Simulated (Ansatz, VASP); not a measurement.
**One calculation of Pd, two programs**

```xyz
1
Lattice="0.0000 1.9465 1.9465 1.9465 0.0000 1.9465 1.9465 1.9465 0.0000" Properties=species:S:1:pos:R:3 pbc="T T T"
Pd    0.0000    0.0000    0.0000
```

Alike in both runs: task single point; functional PBE; k mesh 12 × 12 × 12; occupations gaussian, width 0.012 eV; no spin polarisation.

|  | VASP | Ansatz |
| --- | --- | --- |
| version | VASP 6.6.1 | Ansatz 0.2.0 |
| potentials or method | VASP PAW PBE potentials, release 64 (Pd), cutoff 520 eV | all-electron LAPW, scalar-relativistic |

|  | VASP | Ansatz | Ansatz less VASP |
| --- | --- | --- | --- |
| gap on the k mesh at the Fermi level (eV) | none | none | - |
| pressure (GPa) | 6.6 | 6.8 | +0.18 |

A gap of «none» marks a metal or a gap that the smearing closes. Ansatz ran all-electron here, and VASP with PAW potentials.
